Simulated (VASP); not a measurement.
# Ti3Ag (P4/mmm) in VASP: notebook, part 2 of 2

VASP 6.6.1. Earlier steps stand in the parts before.

**3. Single point, LDA (zz strain of +2 %)**

File INCAR:

```
SYSTEM = Ti3Ag
ALGO     = Normal         ! electronic algorithm
EDIFF    = 1E-6           ! SCF threshold, eV
ENCUT    = 520            ! plane-wave cutoff, eV
ISIF     = 2              ! what is computed and relaxed
ISMEAR   = -1             ! smearing method
LASPH    = .True.         ! aspherical terms in the spheres
LCHARG   = .True.         ! write CHGCAR
LELF     = .True.         ! ELF
LREAL    = .False.        ! projectors in reciprocal space
LVHAR    = .True.       
LWAVE    = .False.        ! write WAVECAR
NBANDS   = 32             ! bands
NELM     = 60             ! most SCF steps
PREC     = Accurate       ! precision mode
SIGMA    = 0.08           ! smearing width, eV
```

File KPOINTS:

```
k-points
0
Gamma
  9 9 9
  0 0 0
```

File POSCAR:

```
Ti3Ag
1.0
    4.1870000000      0.0000000000      0.0000000000
    0.0000000000      4.1870000000      0.0000000000
    0.0000000000      0.0000000000      4.0290000000
Ti Ag
3 1
Direct
    0.0000000000      0.5000000000      0.5000000000
    0.5000000000      0.0000000000      0.5000000000
    0.5000000000      0.5000000000      0.0000000000
    0.0000000000      0.0000000000      0.0000000000
```

Potentials or basis: VASP PAW LDA potentials, release 64 (Ti_sv, Ag).

The run is started by

```sh
> cat potpaw_LDA.64/Ti_sv/POTCAR potpaw_LDA.64/Ag/POTCAR > POTCAR
> mpirun -np 1 vasp_std > vasp.out
```

OUTCAR:

```text
SYSTEM = Ti3Ag
   EDIFF = 1E-6
   ENCUT = 520
   ISIF = 2
   ISMEAR = -1
   LASPH = .True.
   LREAL = .False.
   NELM = 60
   PREC = Accurate

 ion  position               nearest neighbor table
   1  0.000  0.500  0.500-   3 2.91   4 2.91   3 2.91   4 2.91   4 2.91   4 2.91   3 2.91   3 2.91

   2  0.500  0.000  0.500-   3 2.91   4 2.91   3 2.91   4 2.91   3 2.91   3 2.91   4 2.91   4 2.91

   3  0.500  0.500  0.000-   1 2.91   2 2.91   1 2.91   2 2.91   2 2.91   2 2.91   1 2.91   1 2.91
                             4 2.96   4 2.96   4 2.96   4 2.96
   4  0.000  0.000  0.000-   1 2.91   2 2.91   1 2.91   2 2.91   1 2.91   1 2.91   2 2.91   2 2.91
                             3 2.96   3 2.96   3 2.96   3 2.96

  LATTYP: Found a simple tetragonal cell.
 ALAT       =     4.1870000000
 C/A-ratio  =     0.9622641509

  Lattice vectors:

 A1 = (   4.1870000000,   0.0000000000,   0.0000000000)
 A2 = (   0.0000000000,   4.1870000000,   0.0000000000)
 A3 = (   0.0000000000,   0.0000000000,   4.0290000000)

Analysis of symmetry for initial positions (statically):
=====================================================================
 Subroutine PRICEL returns:
 Original cell was already a primitive cell.

[... 176 lines left out ...]
 cond. band min:       7.8510108192   @ k =   0.4444   0.2222   0.2222
 fundamental gap:      0.0040440605
 Fermi energy:         7.8510085746

 k-point     1 :       0.0000    0.0000    0.0000
  band No.  band energies     occupation
      1     -48.2617      2.00000
      2     -48.1655      2.00000
      3     -48.1036      2.00000
      4     -25.0425      2.00000
      5     -25.0425      2.00000
      6     -25.0294      2.00000
[... 829 lines left out ...]
     31      10.0000      0.00000
     32      10.1590      0.00000

 [... further k-points ...]

------------------------ aborting loop because EDIFF is reached ----------------------------------------

  FORCE on cell =-STRESS in cart. coord.  units (eV):
  Direction    XX          YY          ZZ          XY          YZ          ZX
  --------------------------------------------------------------------------------------
  -------------------------------------------------------------------------------------
  Total       -5.3012605     -5.3012605     -4.6469943      0.0000000      0.0000000     -0.0000000
  in kB     -120.2504036   -120.2504036   -105.4094472      0.0000000      0.0000000     -0.0000000
  external PRESSURE =    -115.3034182 kB  Pullay stress =       0.0000000 kB

 VOLUME and BASIS-vectors are now :
 -----------------------------------------------------------------------------
  energy-cutoff  :      520.00
  volume of cell :       70.63
      direct lattice vectors                 reciprocal lattice vectors
     4.187000000  0.000000000  0.000000000     0.238834488  0.000000000  0.000000000
     0.000000000  4.187000000  0.000000000     0.000000000  0.238834488  0.000000000
     0.000000000  0.000000000  4.029000000     0.000000000  0.000000000  0.248200546

 POSITION                                       TOTAL-FORCE (eV/Angst)
 -----------------------------------------------------------------------------------
      0.00000      2.09350      2.01450         0.000000      0.000000      0.000000
      2.09350      0.00000      2.01450         0.000000      0.000000      0.000000
      2.09350      2.09350      0.00000         0.000000      0.000000      0.000000
      0.00000      0.00000      0.00000         0.000000      0.000000      0.000000
 -----------------------------------------------------------------------------------
    total drift:                                0.000000     -0.000000     -0.000000

  FREE ENERGIE OF THE ION-ELECTRON SYSTEM (eV)
  ---------------------------------------------------
  free  energy   TOTEN  =       -29.0142949006 eV

  energy  without entropy=      -28.8554726487  energy(sigma->0) =      -28.93488377
```

OSZICAR:

```text
N       E                     dE             d eps       ncg     rms          rms(c)
DAV:   1     0.570930604028E+03    0.57093E+03   -0.23199E+04  4848   0.173E+03
DAV:   2     0.290993542573E+02   -0.54183E+03   -0.52496E+03  4928   0.520E+02
DAV:   3    -0.278535267245E+02   -0.56953E+02   -0.55067E+02  8096   0.146E+02
DAV:   4    -0.330439116972E+02   -0.51904E+01   -0.51165E+01  7016   0.416E+01
DAV:   5    -0.332996938557E+02   -0.25578E+00   -0.25560E+00  6776   0.768E+00    0.150E+01
DAV:   6    -0.290892635013E+02    0.42104E+01   -0.16677E+01  5808   0.323E+01    0.470E+00
DAV:   7    -0.292835700502E+02   -0.19431E+00   -0.21462E+00  7064   0.125E+01    0.566E+00
DAV:   8    -0.290306133703E+02    0.25296E+00   -0.14106E+00  6848   0.753E+00    0.259E+00
DAV:   9    -0.290175004102E+02    0.13113E-01   -0.21057E-01  6264   0.422E+00    0.142E+00
DAV:  10    -0.290146093048E+02    0.28911E-02   -0.53925E-02  5816   0.197E+00    0.231E-01
DAV:  11    -0.290140297618E+02    0.57954E-03   -0.92220E-03  7280   0.690E-01    0.146E-01
DAV:  12    -0.290142795947E+02   -0.24983E-03   -0.10133E-03  6096   0.267E-01    0.474E-02
DAV:  13    -0.290142905059E+02   -0.10911E-04   -0.14313E-04  7376   0.692E-02    0.280E-02
DAV:  14    -0.290142966525E+02   -0.61466E-05   -0.22262E-05  5968   0.368E-02    0.148E-02
DAV:  15    -0.290142949659E+02    0.16867E-05   -0.12052E-05  5912   0.232E-02    0.318E-03
DAV:  16    -0.290142949006E+02    0.65228E-07   -0.43862E-07  3368   0.803E-03
   1 F= -.29014295E+02 E0= -.28934884E+02  d E =-.158822E+00
```

stdout:

```text
POSCAR found type information on POSCAR TiAg
 POSCAR found :  2 types and       4 ions
 scaLAPACK will be used
 LDA part: xc-table for (Slater(with rela. corr.)+CA(PZ))
 , standard interpolation
 POSCAR, INCAR and KPOINTS ok, starting setup
 FFT: planning ... GRIDC
 FFT: planning ... GRID_SOFT
 FFT: planning ... GRID
 WAVECAR not read
 entering main loop
```

Wall time 3.9 min (1 thread of Intel Xeon 8259CL, shared host); peak memory 0.26 GiB.

What came out:

| Property | Result |
| --- | --- |
| Free energy | -29.0143 eV |
| Pressure | -11.5 GPa |
| Band gap on the k mesh | zero (an odd number of electrons rules out a gap without spin polarisation) |

Caveat: the cell differs from its parent crystal (zz strain of +2 %); the cell stands under tension.

**4. Single point, LDA**

This run uses another cell than the first one, of 17.31 Å³/atom.

File INCAR:

```
PREC     = Accurate       # precision mode
ENCUT    = 520            # plane-wave cutoff, eV
EDIFF    = 1E-6           # SCF threshold, eV
ISMEAR   = -1             # smearing method
SIGMA    = 0.08           # smearing width, eV
LREAL    = False          # projectors in reciprocal space
LASPH    = True           # aspherical terms in the spheres
NELM     = 100            # most SCF steps
ALGO     = Normal         # electronic algorithm
ISIF     = 2              # what is computed and relaxed
LWAVE    = False          # write WAVECAR
LCHARG   = False          # write CHGCAR
GGA      = CA             # functional
NBANDS   = 32             # bands
```

File KPOINTS:

```
regular mesh
0
Gamma
  9 9 9
```

Edit POSCAR of step 3 so:

```diff
@@ -4,3 +4,3 @@
     0.0000000000      4.1870000000      0.0000000000
-    0.0000000000      0.0000000000      4.0290000000
+    0.0000000000      0.0000000000      3.9500000000
 Ti Ag
```

The run is started by

```sh
> cat potpaw_LDA.64/Ti_sv/POTCAR potpaw_LDA.64/Ag/POTCAR > POTCAR
> mpirun -np 1 vasp_std > vasp.out
```

Run time: 1.8 min. Hardware: 1 thread of Intel Xeon Platinum 8259CL at 2.50GHz (Skylake/Cascade Lake), shared host; peak memory 0.26 GiB.

It converged, with:

* Free energy: -29.0955 eV
* Pressure: -9.8 GPa
* Band gap on the k mesh: zero (an odd number of electrons rules out a gap without spin polarisation)

Stress tensor (GPa, compression positive):
```
-10.51   0.00   0.00
  0.00 -10.51   0.00
  0.00   0.00  -8.37
```

Levels at points of the mesh, in eV from the Fermi level:
```tsv
k point	band 21	band 22	band 23	band 24	band 25	band 26	band 27	band 28
(0.00, 0.00, 0.00)	-0.53	-0.50	-0.25	0.03	2.13	2.13	2.22	2.22
```

Caveat: the cell stands under tension.

**5. Overview**

| cell | gap on the mesh (eV) | pressure (GPa) |
| --- | --- | --- |
| a = 4.187, b = 4.187, c = 3.990 Å, 4 atoms | none | -10.7 |
| a = 4.187, b = 4.187, c = 4.029 Å, 4 atoms | none | -11.5 |
| a = 4.187, b = 4.187, c = 3.950 Å, 4 atoms | none | -9.8 |

Alike in all rows: task single point; level LDA; potentials or basis VASP PAW LDA potentials, release 64 (Ti_sv, Ag); no spin polarisation; k mesh 9 × 9 × 9; cutoff (eV) 520; smearing fermi-dirac 0.08 eV.

Caveats: the cell stands under tension.

Total energies depend on the potentials used, so only differences within one code and one set of settings carry meaning.
